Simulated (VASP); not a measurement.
# Si: single point with PBE

Si:

```
Si
1.0
     0.00000    0.00000    3.86084
     3.34558   -3.34558   -1.93042
     6.69117    6.69117    0.00000
Si
8
Direct
  0.93039 0.00000 0.17861
  0.43441 0.00000 0.67861
  0.43441 0.00000 0.32139
  0.93039 0.00000 0.82139
  0.86692 0.64278 0.00000
  0.41106 0.64278 0.50000
  0.22414 0.35722 0.00000
  0.76828 0.35722 0.50000
```

This cell differs from its parent crystal: atoms displaced along several vibrational modes.

- Program: VASP 6.6.1
- Task: single point
- Functional: PBE
- Potentials or basis: VASP PAW PBE potentials, release 64 (Si)
- Cutoff: 520 eV
- k mesh: 10 × 10 × 4
- Occupations: gaussian, width 0.05 eV
- Spin: no spin polarisation
- Dipole correction: no
- Further INCAR settings: ALGO = Normal; EDIFF = 1e-06; NBANDS = 26

```yaml
Pressure: -2.0 GPa
Largest_force: 1.048 eV/Å
Band_gap_on_the_k_mesh: zero (bands 16 and 17 overlap by 0.18 eV)
```

Forces in eV/Å, atoms in the order of the input:
```
Si  -0.275 -0.275  0.690
Si  -0.389 -0.389  0.725
Si   0.389  0.389  0.725
Si   0.275  0.275  0.690
Si   0.242 -0.242 -0.536
Si   0.405 -0.405 -0.878
Si  -0.242  0.242 -0.536
Si  -0.405  0.405 -0.878
```

Stress tensor (GPa, compression positive):
```
-2.26 -0.03  0.00
-0.03 -2.26  0.00
 0.00  0.00 -1.50
```

Levels at points of the mesh, in eV from the Fermi level:
| k point | band 12 | band 13 | band 14 | band 15 | band 16 | band 17 | band 18 | band 19 | band 20 | band 21 |
| --- | --- | --- | --- | --- | --- | --- | --- | --- | --- | --- |
| (0.00, 0.00, 0.00) | -1.90 | -1.72 | -1.60 | -1.60 | -0.34 | 1.07 | 1.30 | 1.30 | 1.43 | 1.71 |
| (0.50, 0.00, 0.00) | -2.48 | -2.47 | -2.43 | -2.32 | -2.19 | 1.12 | 1.32 | 1.74 | 1.96 | 2.01 |
| (0.00, 0.50, 0.00) | -1.90 | -1.73 | -1.18 | 0.13 | 0.13 | 1.04 | 1.23 | 1.70 | 1.99 | 2.39 |
| (0.00, 0.00, 0.50) | -1.85 | -1.85 | -1.76 | -1.66 | -1.63 | 0.63 | 0.64 | 1.47 | 1.64 | 1.80 |
| (0.50, 0.00, 0.50) | -3.50 | -2.29 | -2.20 | -1.40 | -1.38 | 0.61 | 0.62 | 1.88 | 2.00 | 2.82 |
| (0.00, 0.50, 0.50) | -2.09 | -1.38 | -1.15 | -0.52 | -0.44 | 0.85 | 1.04 | 2.40 | 2.62 | 2.63 |

Wall time 8.9 min on 1 thread of Intel Xeon 8259CL (shared host), peak memory 0.46 GiB.

Caveat: the cell differs from its parent crystal (atoms displaced along several vibrational modes); semilocal functionals underestimate gaps, and a narrow one can read as zero; forces of over 1 eV/Å act on the atoms, so gaps and moduli don't describe the material at rest.
